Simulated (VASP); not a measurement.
**Bi: single point with PBE**

The system is Bi.

```
Bi
1.0
     2.27300    1.31232    4.07262
    -2.27300    1.31232    4.07262
     0.00000   -2.62463    4.07262
Bi
2
Direct
  0.23389 0.23389 0.23389
  0.76611 0.76611 0.76611
```

This cell differs from its parent crystal: zz strain of +3 %.

```yaml
Program: VASP 6.6.1
Task: single point
Functional: PBE
Potentials_or_basis: VASP PAW PBE potentials, release 64 (Bi_d)
Cutoff: 520 eV
k_mesh: 11 × 11 × 11
Occupations: fermi-dirac, width 0.03 eV
Spin: no spin polarisation
Dipole_correction: no
Further_INCAR_settings: ALGO = Normal; EDIFF = 1e-06; NBANDS = 22
```

```json
{
 "Pressure": "0.5 GPa",
 "Largest force": "0.012 eV/Å",
 "Band gap on the k mesh": "zero (band 15 reaches 5.96 eV, above the bottom of band 16 at 5.84 eV)"
}
```

Forces in eV/Å, atoms in the order of the input:
```
Bi   0.000  0.000  0.012
Bi   0.000  0.000 -0.012
```

Stress tensor (GPa, compression positive):
```
0.62 0.00 0.00
0.00 0.62 0.00
0.00 0.00 0.17
```

Levels at points of the mesh, in eV from the Fermi level:
```tsv
k point	band 13	band 14	band 15	band 16	band 17	band 18
(0.00, 0.00, 0.00)	-1.60	-1.07	-1.07	2.44	2.87	2.87
```

It took 93 s on 1 thread of Intel(R) Xeon(R) Platinum 8488C (Sapphire Rapids) (shared host), peak memory 0.32 GiB.

Caveat: the cell differs from its parent crystal (zz strain of +3 %); spin-orbit coupling is left out, which moves the levels of the heavy elements.
